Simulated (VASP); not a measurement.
**Rb2PtAuC6N6: single point with PBE**

Crystal: Rb2PtAuC6N6.

```xyz
16
Lattice="0.0000 5.0945 5.0945 5.0945 0.0000 5.0945 5.0945 5.0945 0.0000" Properties=species:S:1:pos:R:3 pbc="T T T"
Rb    2.5473    2.5473    2.5473
Rb    7.6418    7.6418    7.6418
Pt    0.0000    0.0000    0.0000
C     1.9170    5.0945    5.0945
C     5.0945    1.9170    5.0945
C     5.0945    5.0945    1.9170
C     8.2720    5.0945    5.0945
C     5.0945    8.2720    5.0945
C     5.0945    5.0945    8.2720
Au    5.0945    5.0945    5.0945
N     3.0870    5.0945    5.0945
N     5.0945    3.0870    5.0945
N     5.0945    5.0945    3.0870
N     7.1020    5.0945    5.0945
N     5.0945    7.1020    5.0945
N     5.0945    5.0945    7.1020
```

| Quantity | Value |
| --- | --- |
| Program | VASP 6.6.1 |
| Task | single point |
| Functional | PBE |
| Potentials or basis | VASP PAW PBE potentials, release 64 (Rb_sv, Pt, C, Au, N) |
| Cutoff | 520 eV |
| k mesh | 4 × 4 × 4 |
| Occupations | gaussian, width 0.1 eV |
| Spin | no spin polarisation |

```
Pressure               : 26.0 GPa
Largest force          : 2.927 eV/Å
Band gap on the k mesh : zero (an odd number of electrons rules out a gap without spin polarisation)
```

Forces in eV/Å, atoms in the order of the input:
```
Rb   0.000  0.000  0.000
Rb   0.000  0.000  0.000
Pt   0.000  0.000  0.000
C    0.932  0.000  0.000
C    0.000  0.932  0.000
C    0.000  0.000  0.932
C   -0.932  0.000  0.000
C    0.000 -0.932  0.000
C    0.000  0.000 -0.932
Au   0.000  0.000  0.000
N   -2.927  0.000  0.000
N    0.000 -2.927  0.000
N    0.000  0.000 -2.927
N    2.927  0.000  0.000
N    0.000  2.927  0.000
N    0.000  0.000  2.927
```

Levels at points of the mesh, in eV from the Fermi level:
| k point | band 42 | band 43 | band 44 | band 45 | band 46 | band 47 | band 48 | band 49 | band 50 | band 51 |
| --- | --- | --- | --- | --- | --- | --- | --- | --- | --- | --- |
| (0.00, 0.00, 0.00) | -5.00 | -5.00 | -5.00 | -1.18 | -1.18 | -0.45 | -0.20 | -0.20 | -0.20 | 0.55 |
| (0.50, 0.00, 0.00) | -5.38 | -5.38 | -5.36 | -0.60 | -0.60 | 0.39 | 0.39 | 0.43 | 0.46 | 0.59 |
| (0.50, 0.50, 0.00) | -5.09 | -5.09 | -5.06 | -1.18 | -0.78 | -0.16 | 0.23 | 0.23 | 0.39 | 0.39 |

It took 3.2 min on 1 thread of Intel(R) Xeon(R) 6975P-C (Granite Rapids) (shared host), peak memory 0.43 GiB.

Caveat: the cell stands under pressure; spin-orbit coupling is left out, which moves the levels of the heavy elements; forces of over 1 eV/Å act on the atoms, so gaps and moduli don't describe the material at rest.
